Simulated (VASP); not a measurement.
**N: single point with PBE**

N:

```
CELL_PARAMETERS angstrom
6.08339 0.00000 0.00000
0.00000 6.08339 0.00000
0.00000 0.00000 6.08339
ATOMIC_POSITIONS crystal
N 0.05229 0.44771 0.55229
N 0.44771 0.55229 0.05229
N 0.55229 0.05229 0.44771
N 0.94771 0.94771 0.94771
N 0.94771 0.55229 0.44771
N 0.55229 0.44771 0.94771
N 0.44771 0.94771 0.55229
N 0.05229 0.05229 0.05229
```

```json
{"Program": "VASP 6.6.1", "Task": "single point", "Functional": "PBE", "Potentials or basis": "VASP PAW PBE potentials, release 64 (N)", "Cutoff": "600 eV", "k mesh": "5 × 5 × 5", "Occupations": "fermi-dirac, width 0.05 eV", "Spin": "no spin polarisation"}
```

- Pressure: 1.6 GPa
- Largest force: 1.665 eV/Å
- Band gap on the k mesh: 7.62 eV (least direct gap 7.63 eV)

Forces on the atoms (eV/Å):
```
N    0.962 -0.962  0.962
N   -0.962  0.962  0.962
N    0.962  0.962 -0.962
N   -0.962 -0.962 -0.962
N   -0.962  0.962 -0.962
N    0.962 -0.962 -0.962
N   -0.962 -0.962  0.962
N    0.962  0.962  0.962
```

Levels at points of the mesh, in eV from the valence-band top:
| k point | band 17 | band 18 | band 19 | band 20 | band 21 | band 22 | band 23 | band 24 |
| --- | --- | --- | --- | --- | --- | --- | --- | --- |
| (0.00, 0.00, 0.00) | -0.55 | -0.01 | -0.01 | -0.01 | 7.62 | 7.62 | 7.62 | 8.22 |

Run time: 82 s on 1 thread of Oxide Virtual Turin-like Processor, with other jobs on the host, peak memory 0.3 GiB.

Caveat: the standard files for N, O and F lose accuracy on very short bonds; this functional lacks dispersion, which holds the molecules together, so the pressure and a relaxed volume are unreliable; an odd mesh through Γ misses points on the zone boundary, where band edges can lie; forces of over 1 eV/Å act on the atoms, so gaps and moduli don't describe the material at rest.
